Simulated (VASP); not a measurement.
## Ca: single point with PBEsol

Ca, a slab with vacuum:

```
Ca
1.0
     3.74384    0.00000    0.00000
    -1.24795    3.52973    0.00000
     0.00000    0.00000   24.17050
Ca
4
Cartesian
  1.2479 1.7649 7.6453
  0.0000 0.0000 10.5739
  1.2479 1.7649 13.5966
  0.0000 0.0000 16.5252
```

```yaml
Program: VASP 6.6.1
Task: single point
Functional: PBEsol
Potentials_or_basis: VASP PAW PBE potentials, release 64 (Ca_sv)
Cutoff: 400 eV
k_mesh: 10 × 10 × 1
Occupations: gaussian, width 0.1 eV
Spin: no spin polarisation
Dipole_correction: yes
Further_INCAR_settings: ALGO = Normal; EDIFF = 1e-06; NBANDS = 28; NELMDL = -8
```

The band gap on the k mesh is zero (bands 20 and 21 overlap by 0.18 eV).

Forces on the atoms (eV/Å):
```
Ca   0.000  0.000 -0.003
Ca   0.000  0.000  0.003
Ca   0.000  0.000 -0.003
Ca   0.000  0.000  0.003
```

Levels at points of the mesh, in eV from the Fermi level:
| k point | band 16 | band 17 | band 18 | band 19 | band 20 | band 21 | band 22 | band 23 | band 24 | band 25 |
| --- | --- | --- | --- | --- | --- | --- | --- | --- | --- | --- |
| (0.00, 0.00, 0.00) | -22.68 | -4.02 | -3.47 | -2.54 | -1.52 | 0.04 | 0.34 | 0.96 | 1.28 | 1.40 |
| (0.50, 0.00, 0.00) | -22.69 | -1.16 | -1.16 | -0.90 | -0.90 | 0.14 | 0.14 | 0.55 | 0.55 | 0.94 |
| (0.50, 0.50, 0.00) | -22.72 | -0.83 | -0.38 | -0.14 | -0.13 | -0.02 | -0.01 | 0.01 | 1.05 | 1.05 |

It took 5.3 min on 1 thread of Intel Xeon 8259CL, with other jobs on the host, peak memory 0.37 GiB.

Caveat: the PAW data sets were made with another functional, which shifts forces and pressure a little.
